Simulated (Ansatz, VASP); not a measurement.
**One calculation of NiO, two programs**

```xyz
4
Lattice="0.0000 2.0913 2.0913 2.0913 0.0000 2.0913 4.1826 4.1826 0.0000" Properties=species:S:1:pos:R:3 pbc="T T T"
Ni    0.0000    0.0000    0.0000
Ni    2.0913    2.0913    0.0000
O     2.0913    2.0913    2.0913
O     4.1826    4.1826    2.0913
```

Alike in both runs: task single point; functional LDA; k mesh 8 × 8 × 8; occupations gaussian, width 0.05 eV; collinear spin; Hubbard terms Ni d U = 5.0 eV, J = 0.9 eV.

|  | VASP | Ansatz |
| --- | --- | --- |
| version | VASP 6.6.1 | Ansatz 0.2.0 |
| potentials or method | VASP PAW LDA potentials, release 64 (Ni, O), cutoff 520 eV | scalar-relativistic, plane waves, PAW |
| valence electrons in the cell | 32 | 48 |

|  | VASP | Ansatz | Ansatz less VASP |
| --- | --- | --- | --- |
| gap on the k mesh at the Fermi level (eV) | 1.20 | 1.08 | -0.121 |
| least direct gap on the mesh (eV) | 1.20 | 1.08 | -0.121 |
| pressure (GPa) | -14.5 | -7.2 | +7.27 |
| net moment per atom (μB) | 1.00 | 1.00 | 0.000 |
| size of the moment on the site where the two differ most (μB) | 1.73 | 1.66 | -0.068 |

LDA's correlation is that of Perdew and Zunger in VASP and of Perdew and Wang (1992) in Ansatz. Site moments also hang on the region over which each program counts them. The programs project onto different local orbitals, so the same U acts differently, and such runs can settle in different states. VASP's potentials hold 32 valence electrons a cell and Ansatz's 48, so a difference there can come from the potentials and not from the codes.
